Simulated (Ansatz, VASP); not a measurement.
## HfC: VASP beside Ansatz

```
Hf C
1.0
     3.19305    0.00000    0.00000
    -1.59652    2.76526    0.00000
     0.00000    0.00000    5.67182
Hf C
2 2
Direct
  0.00000 0.00000 0.00000
  0.00000 0.00000 0.50000
  0.33333 0.66667 0.25000
  0.66667 0.33333 0.75000
```

Change from the starting cell: volume scaled by 0.94, LAPW.

Alike in both runs: task single point; functional PBE; k mesh 10 × 10 × 6; occupations fermi-dirac, width 0.05 eV; no spin polarisation.

|  | VASP | Ansatz |
| --- | --- | --- |
| version | VASP 6.6.1 | Ansatz 0.2.0 |
| potentials or method | VASP PAW PBE potentials, release 64 (Hf_pv, C), cutoff 520 eV | all-electron LAPW, scalar-relativistic |

Ansatz gave:

| Item | Value |
| --- | --- |
| pressure (GPa) | 14.6 |
| traceless stress, the component that is largest in VASP (GPa) | 0.02 |

Task: Estimate VASP's values.

Result: Pressure (GPa): 13.9; traceless stress, the component that is largest in VASP (GPa): -0.33.

Ansatz ran all-electron here, and VASP with PAW potentials.

Spin-orbit coupling is off throughout.
